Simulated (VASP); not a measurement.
# MnS (F-43m) in VASP: settings compared

Aim: see how the results for MnS move with the level of theory and the settings. Levels: RPBE+U, PBEsol+D4+U. Tasks: single point.

Program: VASP 6.6.1. These are calculated values, not measurements. Logs are shortened: lines on timing, memory, paths and dates and some standing lists are left out, and cuts for length are marked.

**1. The cell of the first run**

The structure is cubic, space group F-43m (No. 216). The conventional cell has a = 5.858 Å, b = 5.858 Å, c = 5.858 Å, α = 90.00°, β = 90.00°, γ = 90.00°. Within 3.3 Å of Mn (site symmetry -43m) lie 4 S at 2.54 Å. S (site symmetry -43m) has 4 Mn at 2.54 Å within 3.3 Å.

**2. Single point, RPBE+U, collinear spin, ferromagnetic start**

File INCAR:

```
SYSTEM = MnS
  PREC = Accurate
  ENCUT = 520
  EDIFF = 1E-7
  ISMEAR = -1
  SIGMA = 0.1
  LREAL = .FALSE.
  LASPH = .TRUE.
  NELM = 150
  ALGO = Normal
  ISIF = 2
  LWAVE = .FALSE.
  LCHARG = .TRUE.
  ISPIN = 2
  MAGMOM = 4 0
  LORBIT = 11
  LMAXMIX = 4
  LDAU = .TRUE.
  LDAUTYPE = 2
  LDAUL = 2 -1
  LDAUU = 6 0
  LDAUJ = 0 0
  LDAUPRINT = 1
  GGA = RP
  LELF = .TRUE.
  LVHAR = .TRUE.
  NBANDS = 20
```

File KPOINTS:

```
regular mesh
0
G
  9 9 9
  0 0 0
```

File POSCAR:

```
MnS
1.0
    0.0000000000      2.9287502085      2.9287502085
    2.9287502085      0.0000000000      2.9287502085
    2.9287502085      2.9287502085      0.0000000000
Mn S
1 1
Direct
    0.0000000000      0.0000000000      0.0000000000
    0.7500000000      0.7500000000      0.7500000000
```

Potentials or basis: VASP PAW PBE potentials, release 64 (Mn_pv, S).

Started as:

```bash
$ cat potpaw_PBE.64/Mn_pv/POTCAR potpaw_PBE.64/S/POTCAR > POTCAR
$ mpirun -np 1 vasp_std > vasp.out
```

OUTCAR:

```text
SYSTEM = MnS
   PREC = Accurate
   ENCUT = 520
   EDIFF = 1E-7
   ISMEAR = -1
   LREAL = .FALSE.
   LASPH = .TRUE.
   NELM = 150
   ISIF = 2
   ISPIN = 2
   LORBIT = 11
   GGA = RP

 ion  position               nearest neighbor table
   1  0.000  0.000  0.000-   2 2.54   2 2.54   2 2.54   2 2.54
   2  0.750  0.750  0.750-   1 2.54   1 2.54   1 2.54   1 2.54

  LATTYP: Found a face centered cubic cell.
 ALAT       =     5.8575004170

  Lattice vectors:

 A1 = (   0.0000000000,   2.9287502085,   2.9287502085)
 A2 = (   2.9287502085,   0.0000000000,   2.9287502085)
 A3 = (   2.9287502085,   2.9287502085,   0.0000000000)

Analysis of symmetry for initial positions (statically):
=====================================================================
 Subroutine PRICEL returns:
 Original cell was already a primitive cell.

 Routine SETGRP: Setting up the symmetry group for a
 face centered cubic supercell.

 Subroutine GETGRP returns: Found 24 space group operations
 (whereof 24 operations were pure point group operations)
 out of a pool of 48 trial point group operations.

The static configuration has the point symmetry T_d .

Analysis of symmetry for dynamics (positions and initial velocities):
=====================================================================
 Subroutine PRICEL returns:
 Original cell was already a primitive cell.

 Routine SETGRP: Setting up the symmetry group for a
 face centered cubic supercell.

 Subroutine GETGRP returns: Found 24 space group operations
 (whereof 24 operations were pure point group operations)
 out of a pool of 48 trial point group operations.

The dynamic configuration has the point symmetry T_d .

Analysis of structural, dynamic, and magnetic symmetry:
=====================================================================
 Subroutine PRICEL returns:
 Original cell was already a primitive cell.

 Routine SETGRP: Setting up the symmetry group for a
 face centered cubic supercell.

 Subroutine GETGRP returns: Found 24 space group operations
 (whereof 24 operations were pure point group operations)
 out of a pool of 48 trial point group operations.

The overall configuration has the point symmetry T_d .

 Subroutine INISYM returns: Found 24 space group operations
 (whereof 24 operations are pure point group operations),
 and found     1 'primitive' translations

----------------------------------------------------------------------------------------

                                     Primitive cell

  volume of cell :      50.2432

  direct lattice vectors                    reciprocal lattice vectors
     0.000000000  2.928750208  2.928750208    -0.170721285  0.170721285  0.170721285
     2.928750208  0.000000000  2.928750208     0.170721285 -0.170721285  0.170721285
     2.928750208  2.928750208  0.000000000     0.170721285  0.170721285 -0.170721285

  length of vectors
     4.141878266  4.141878266  4.141878266     0.295697940  0.295697940  0.295697940

  position of ions in fractional coordinates (direct lattice)
     0.000000000  0.000000000  0.000000000
     0.750000000  0.750000000  0.750000000

  ion indices of the primitive-cell ions
   primitive index   ion index
                 1           1
                 2           2

----------------------------------------------------------------------------------------

 KPOINTS: regular mesh

Automatic generation of k-mesh.
 Grid dimensions read from file:
 generate k-points for:    9    9    9

 Generating k-lattice:

[... 60 lines left out ...]
   NELM   =    150;   NELMIN=  2; NELMDL= -5     # of ELM steps
   EDIFF  = 0.1E-06   stopping-criterion for ELM
   LREAL  =      F    real-space projection
   EDIFFG = 0.1E-05   stopping-criterion for IOM
   NSW    =      0    number of steps for IOM
   IBRION =     -1    ionic relax: 0-MD 1-quasi-New 2-CG
   NFREE  =      0    steps in history (QN), initial steepest desc. (CG)
   ISIF   =      2    stress and relaxation
   ISYM   =      2    0-nonsym 1-usesym 2-fastsym
   POTIM  = 0.5000    time-step for ionic-motion
   TEBEG  =    0.0;   TEEND  =   0.0 temperature during run
   PSTRESS=    0.0 pullay stress
   NELECT =      19.0000    total number of electrons
   NUPDOWN=      -1.0000    fix difference up-down
   EMIN   =  10.00;   EMAX   =-10.00  energy-range for DOS
   EFERMI =   0.00;   METHOD = LEGACY
   ISMEAR =    -1;   SIGMA  =   0.10  broadening in eV -4-tet -1-fermi 0-gaus
   EFERMI_NEDOS =   21; number of points for ismear=-14 and -15
   IALGO  =     38    algorithm
   IMIX   =      4    mixing-type and parameters
     AMIX     =   0.40;   BMIX     =  1.00
     AMIX_MAG =   1.60;   BMIX_MAG =  1.00
  volume/ion in A,a.u.               =      25.12       169.53
  Fermi-wavevector in a.u.,A,eV,Ry     =   1.183860  2.237171 19.068900  1.401525
  Thomas-Fermi vector in A             =   2.320086
   LORBIT       =     11    0 simple, 1 ext, 2 COOP (PROOUT), +10 PAW based schemes
 LDA+U is selected, type is set to LDAUTYPE =  2
   angular momentum for each species LDAUL =     2   -1
   U (eV)           for each species LDAUU =   6.0  0.0
   J (eV)           for each species LDAUJ =   0.0  0.0
   GGA     = RP    functional components
   LHFCALC =     F    Hartree Fock is set to
   AEXX    =    0.0000 exact exchange contribution
   IVDW    =     0    specifies the selected vdW correction
   LEPSILON=     F    determine dielectric tensor
   LRPA    =     F    only Hartree local field effects (RPA)
 spin polarized calculation
  energy-cutoff  :      520.00
  volume of cell :       50.24
 maximum number of plane-waves:      1365
   NGX = 15   NGY = 15   NGZ = 15

atom =   1  type =  1  l = 2

 onsite density matrix

spin component  1

  0.9494 -0.0000  0.0000 -0.0000  0.0000
 -0.0000  0.9494  0.0000 -0.0000 -0.0000
  0.0000  0.0000  0.9425 -0.0000  0.0000
 -0.0000 -0.0000 -0.0000  0.9494  0.0000
  0.0000 -0.0000  0.0000  0.0000  0.9425

spin component  2

  0.0363  0.0000 -0.0000  0.0000  0.0000
  0.0000  0.0363 -0.0000  0.0000  0.0000
 -0.0000 -0.0000  0.0096  0.0000 -0.0000
  0.0000  0.0000  0.0000  0.0363 -0.0000
  0.0000  0.0000 -0.0000 -0.0000  0.0096

 occupancies and eigenvectors

  o =  0.0096  v =  0.0000  0.0000  0.0000  0.0000  0.0000  0.0000 -0.0000  0.8807 -0.0000  0.4738      0.0000  0.0000  0.0000  0.0000  0.0000  0.0000  0.0000  0.0000  0.0000  0.0000
  o =  0.0096  v =  0.0000  0.0000  0.0000  0.0000  0.0000  0.0000  0.0000  0.4738 -0.0000 -0.8807      0.0000  0.0000  0.0000  0.0000  0.0000  0.0000  0.0000  0.0000  0.0000  0.0000
  o =  0.0363  v =  0.0000  0.0000  0.0000  0.0000  0.0000 -1.0000  0.0024  0.0000  0.0003 -0.0000      0.0000  0.0000  0.0000  0.0000  0.0000  0.0000  0.0000  0.0000  0.0000  0.0000
  o =  0.0363  v =  0.0000  0.0000  0.0000  0.0000  0.0000 -0.0003 -0.0018 -0.0000 -1.0000  0.0000      0.0000  0.0000  0.0000  0.0000  0.0000  0.0000  0.0000  0.0000  0.0000  0.0000
  o =  0.0363  v =  0.0000  0.0000  0.0000  0.0000  0.0000  0.0024  1.0000  0.0000 -0.0018  0.0000      0.0000  0.0000  0.0000  0.0000  0.0000  0.0000  0.0000  0.0000  0.0000  0.0000
  o =  0.9425  v =  0.0000 -0.0000 -0.9933  0.0000  0.1159  0.0000  0.0000  0.0000  0.0000  0.0000      0.0000  0.0000  0.0000  0.0000  0.0000  0.0000  0.0000  0.0000  0.0000  0.0000
  o =  0.9425  v =  0.0000 -0.0000  0.1159  0.0000  0.9933  0.0000  0.0000  0.0000  0.0000  0.0000      0.0000  0.0000  0.0000  0.0000  0.0000  0.0000  0.0000  0.0000  0.0000  0.0000
  o =  0.9494  v =  0.0000 -0.9863  0.0000 -0.1651 -0.0000  0.0000  0.0000  0.0000  0.0000  0.0000      0.0000  0.0000  0.0000  0.0000  0.0000  0.0000  0.0000  0.0000  0.0000  0.0000
  o =  0.9494  v =  0.0000  0.1651  0.0000 -0.9863  0.0000  0.0000  0.0000  0.0000  0.0000  0.0000      0.0000  0.0000  0.0000  0.0000  0.0000  0.0000  0.0000  0.0000  0.0000  0.0000
  o =  0.9494  v =  1.0000  0.0000  0.0000  0.0000  0.0000  0.0000  0.0000  0.0000  0.0000  0.0000      0.0000  0.0000  0.0000  0.0000  0.0000  0.0000  0.0000  0.0000  0.0000  0.0000

 number of electron      19.0000003 magnetization       5.0000430

 Free energy of the ion-electron system (eV)
  ---------------------------------------------------
  ext. energy  EPLUGINS =         0.00000000
  ---------------------------------------------------
  free energy    TOTEN  =       -12.12591312 eV

  energy without entropy =      -12.12590822  energy(sigma->0) =      -12.12591067

 E-fermi :   3.6520     XC(G=0):  -8.4366

 val. band max:        2.7441815814   @ k =   0.0000   0.0000   0.0000
 cond. band min:       4.2807620839   @ k =   0.0000   0.0000   0.0000
 fundamental gap:      1.5365805024
 Fermi energy:         3.6520385100

 spin component 1

 k-point     1 :       0.0000    0.0000    0.0000
  band No.  band energies     occupation
      1     -47.5507      1.00000
      2     -47.5507      1.00000
      3     -47.5507      1.00000
      4      -9.4801      1.00000
      5      -2.9363      1.00000
      6      -2.9363      1.00000
[... 1097 lines left out ...]
     19      16.9670      0.00000
     20      16.9670      0.00000

 [... further k-points ...]

------------------------ aborting loop because EDIFF is reached ----------------------------------------

  FORCE on cell =-STRESS in cart. coord.  units (eV):
  Direction    XX          YY          ZZ          XY          YZ          ZX
  --------------------------------------------------------------------------------------
  -------------------------------------------------------------------------------------
  Total        0.0099520      0.0099520      0.0099520      0.0000000     -0.0000000     -0.0000000
  in kB        0.3173527      0.3173527      0.3173527      0.0000000     -0.0000000     -0.0000000
  external PRESSURE =       0.3173527 kB  Pullay stress =       0.0000000 kB

 VOLUME and BASIS-vectors are now :
 -----------------------------------------------------------------------------
  energy-cutoff  :      520.00
  volume of cell :       50.24
      direct lattice vectors                 reciprocal lattice vectors
     0.000000000  2.928750208  2.928750208    -0.170721285  0.170721285  0.170721285
     2.928750208  0.000000000  2.928750208     0.170721285 -0.170721285  0.170721285
     2.928750208  2.928750208  0.000000000     0.170721285  0.170721285 -0.170721285

 POSITION                                       TOTAL-FORCE (eV/Angst)
 -----------------------------------------------------------------------------------
      0.00000      0.00000      0.00000         0.000000      0.000000      0.000000
      4.39313      4.39313      4.39313        -0.000000     -0.000000     -0.000000
 -----------------------------------------------------------------------------------
    total drift:                                0.000000      0.000000      0.000001

  FREE ENERGIE OF THE ION-ELECTRON SYSTEM (eV)
  ---------------------------------------------------
  free  energy   TOTEN  =       -12.1259131223 eV

  energy  without entropy=      -12.1259082198  energy(sigma->0) =      -12.12591067

 total charge

# of ion       s       p       d       tot
------------------------------------------
    1        0.237   6.168   4.846  11.251
    2        1.314   2.462   0.000   3.776
--------------------------------------------------
tot          1.551   8.630   4.846  15.028

 magnetization (x)

# of ion       s       p       d       tot
------------------------------------------
    1        0.047   0.047   4.595   4.689
    2        0.004  -0.021   0.000  -0.017
--------------------------------------------------
tot          0.052   0.026   4.595   4.672
```

Run time: 2.2 min. Hardware: 1 thread of Intel Xeon 8259CL, shared host; peak memory 0.22 GiB.

What came out:

* Free energy: -12.1259 eV
* Pressure: 0.0 GPa
* Band gap on the k mesh: 1.54 eV
* Net moment: 5.00 μB per cell
* Site moments: Mn +4.69; S -0.02 μB
* Valence electrons inside the program's atomic spheres: Mn 11.25; S 3.78

Eigenvalues of the final occupation matrices:
| site | spin | trace | eigenvalues |
| --- | --- | --- | --- |
| site 1 d | 1 | 4.73 | 0.94 0.94 0.95 0.95 0.95 |
| site 1 d | 2 | 0.13 | 0.01 0.01 0.04 0.04 0.04 |

Caveat: the PAW data sets were made with another functional, which shifts forces and pressure a little; a cell with one magnetic atom can't hold antiferromagnetic order, which such compounds often take.

**3. Single point, PBEsol+D4+U, collinear spin, ferromagnetic start**

This run uses another cell than the first one, of 15.13 Å³/atom.

File POSCAR:

```
MnS
1.0
    0.0000000000      2.4734634191      2.4734634191
    2.4734634191      0.0000000000      2.4734634191
    2.4734634191      2.4734634191      0.0000000000
Mn S
1 1
Direct
    0.0000000000      0.0000000000      0.0000000000
    0.7500000000      0.7500000000      0.7500000000
```

File INCAR.step1:

```
ALGO = Normal ; EDIFF = 1E-6
ENCUT = 520 ; GGA = PS
ISIF = 2 ; ISMEAR = -1
ISPIN = 2 ; IVDW = 13
LASPH = True ; LCHARG = True
LDAU = True ; LDAUJ = 0 0
LDAUL = 2 -1 ; LDAUPRINT = 1
LDAUTYPE = 2 ; LDAUU = 1 0
LMAXMIX = 4 ; LREAL = False
LWAVE = False ; MAGMOM = 1 0
NBANDS = 20 ; NELM = 150
NUPDOWN = 1.0 ; PREC = Accurate
SIGMA = 0.05
```

File KPOINTS.step1:

```
k-points
0
Gamma
  9 9 9
```

File INCAR.step2:

```
ALGO = Normal ; EDIFF = 1E-6
ENCUT = 520 ; GGA = PS
ICHARG = 11 ; ISIF = 2
ISMEAR = -5 ; ISPIN = 2
IVDW = 13 ; LASPH = True
LCHARG = False ; LDAU = True
LDAUJ = 0 0 ; LDAUL = 2 -1
LDAUPRINT = 1 ; LDAUTYPE = 2
LDAUU = 1 0 ; LMAXMIX = 4
LORBIT = 11 ; LREAL = False
LWAVE = False ; MAGMOM = 1 0
NBANDS = 20 ; NEDOS = 1001
NELM = 150 ; NUPDOWN = 1.0
PREC = Accurate ; SIGMA = 0.05
```

File KPOINTS.step2:

```
k-points
0
Gamma
  14 14 14
```

Potentials or basis: VASP PAW PBE potentials, release 64 (Mn_pv, S).

Started as:

```bash
$ cat potpaw_PBE.64/Mn_pv/POTCAR potpaw_PBE.64/S/POTCAR > POTCAR
$ cp INCAR.step1 INCAR
$ cp KPOINTS.step1 KPOINTS
$ mpirun -np 1 vasp_std > vasp.out
$ cp INCAR.step2 INCAR
$ cp KPOINTS.step2 KPOINTS
$ mpirun -np 1 vasp_std > vasp.out
```

Wall time 2.8 min (1 thread of Intel Xeon 8259CL, shared host); peak memory 0.23 GiB.

Results (log left out):

- Net moment: 1.00 μB per cell
- Site moments: Mn +1.00; S -0.05 μB
- Valence electrons inside the program's atomic spheres: Mn 12.04; S 3.73
- Dispersion energy per atom: -0.270 eV

Eigenvalues of the final occupation matrices:
| site | spin | trace | eigenvalues |
| --- | --- | --- | --- |
| site 1 d | 1 | 3.18 | 0.56 0.56 0.56 0.75 0.75 |
| site 1 d | 2 | 2.21 | 0.40 0.40 0.40 0.50 0.50 |

Caveat: the PAW data sets were made with another functional, which shifts forces and pressure a little; the total moment is fixed, so each spin has its own Fermi level and the state may be an excited one; a cell with one magnetic atom can't hold antiferromagnetic order, which such compounds often take. The state reached can hang on the start; a lower one may exist.
